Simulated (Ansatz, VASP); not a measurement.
# Two plane-wave programs on Mg

```
Mg
1.0
     3.18776    0.00000    0.00000
    -1.59388    2.76068    0.00000
     0.00000    0.00000    5.17533
Mg
2
Cartesian
  1.5939 0.9202 3.8815
  0.0000 1.8405 1.2938
```

Alike in both runs: task single point; functional PBE; dispersion D3(BJ); k mesh 10 × 10 × 5; occupations fermi-dirac, width 0.05 eV; no spin polarisation.

```csv
,VASP,Ansatz
version,VASP 6.6.1,Ansatz 0.2.0
potentials or method,"VASP PAW PBE potentials, release 64 (Mg)",Ansatz PAW
plane-wave cutoff (eV),520,420
valence electrons in the cell,4,20
```

|  | VASP | Ansatz | Ansatz less VASP |
| --- | --- | --- | --- |
| gap on the k mesh at the Fermi level (eV) | none | none | - |
| pressure (GPa) | -1.8 | -1.7 | +0.13 |
| traceless stress, the component that is largest in VASP (GPa) | 0.75 | 0.75 | 0.000 |

A gap of «none» marks a metal or a gap that the smearing closes. VASP's potentials hold 4 valence electrons a cell and Ansatz's 20, so a difference there can come from the potentials and not from the codes.
